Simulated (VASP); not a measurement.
W, 8 atoms in the cell. The structure is cubic, space group Pm-3n (No. 223). The conventional cell has a = 4.897 Å, b = 4.897 Å, c = 4.897 Å, α = 90.00°, β = 90.00°, γ = 90.00°. Within 3.6 Å of W (site symmetry m-3) lie 12 W at 2.74 Å. Within 3.2 Å of W (site symmetry -4m2) lie 14 W at 2.45 to 3.00 Å. 

* Program: VASP 6.6.1
* Task: single point
* Functional: r2SCAN
* Potentials or basis: VASP PAW PBE potentials, release 64 (W_sv)
* Cutoff: 520 eV
* k mesh: 8 × 8 × 8
* Occupations: gaussian, width 0.1 eV
* Spin: no spin polarisation
* Dipole correction: no
* Further INCAR settings: ALGO = Normal; EDIFF = 1e-07; NBANDS = 66

Potentials or basis: VASP PAW PBE potentials, release 64 (W_sv).

Run with:

```sh
$ cat potpaw_PBE.64/W_sv/POTCAR > POTCAR
$ cp INCAR.step1 INCAR
$ mpirun -np 1 vasp_std > vasp.out
$ cp INCAR.step2 INCAR
$ mpirun -np 1 vasp_std > vasp.out
```

Hardware: 1 thread of Intel(R) Xeon(R) 6975P-C (Granite Rapids) (shared host).

Question: How long does it take, and how much memory?

Answer: It took 6.1 min on 1 thread of Intel(R) Xeon(R) 6975P-C (Granite Rapids), on a shared host, peak memory 0.33 GiB. Counts: k points 35.
